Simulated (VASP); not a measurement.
Here is a VASP 6.6.1 calculation.

The input INCAR:

```
AGGAC = 1.0
AGGAX = 1.0
ALDAC = 0.0
ALDAX = 1.0
ALGO = Normal
EDIFF = 1E-7
ENCUT = 520
GGA = B5
ISIF = 2
ISMEAR = -1
LASPH = True
LCHARG = False
LREAL = False
LWAVE = False
NBANDS = 12
NELM = 80
PREC = Accurate
SIGMA = 0.1
```

KPOINTS

```
k-points
0
Gamma
  14 14 14
```

Contents of POSCAR:

```
Ta
1.0
    0.0000000000      2.1324560260      2.1324560260
    2.1324560260      0.0000000000      2.1324560260
    2.1324560260      2.1324560260      0.0000000000
Ta
1
Direct
    0.0000000000      0.0000000000      0.0000000000
```

Potentials or basis: VASP PAW PBE potentials, release 64 (Ta_pv).

The run is started by

```bash
$ cat potpaw_PBE.64/Ta_pv/POTCAR > POTCAR
$ mpirun -np 1 vasp_std > vasp.out
```

Question: Estimate the pressure.

Answer: 0.9 GPa.

Caveat: the PAW data sets were made with another functional, which shifts forces and pressure a little.
